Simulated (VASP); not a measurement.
A run of VASP 6.6.1 is set up as follows.

File INCAR:

```
SYSTEM = As
ALGO = Normal
EDIFF = 1E-6
ENCUT = 500
GGA = PS
GGA_COMPAT = .False.
ISIF = 2
ISMEAR = -1
LASPH = .True.
LCHARG = .True.
LELF = .True.
LREAL = .False.
LVHAR = .True.
LWAVE = .False.
NBANDS = 8
NELM = 120
PREC = Accurate
SIGMA = 0.05
```

Contents of KPOINTS:

```
k-points
0
Gamma
  10 10 10
  0 0 0
```

POSCAR

```
As
1.0
    2.6770438362      0.0000000000      0.0000000000
    0.0000000000      2.6770438362      0.0000000000
    0.0000000000      0.0000000000      2.7577553793
As
1
Direct
    0.5000000000      0.5000000000      0.5000000000
```

Potentials or basis: VASP PAW PBE potentials, release 64 (As).

Run with:

```console
$ cat potpaw_PBE.64/As/POTCAR > POTCAR
$ mpirun -np 1 vasp_std > vasp.out
```

**Question.** What does it give for the pressure?

**Answer.** -1.1 GPa.

Stress tensor (GPa, compression positive):
```
 0.91  0.00  0.00
 0.00  0.91  0.00
 0.00  0.00 -5.16
```

Caveat: the PAW data sets were made with another functional, which shifts forces and pressure a little.
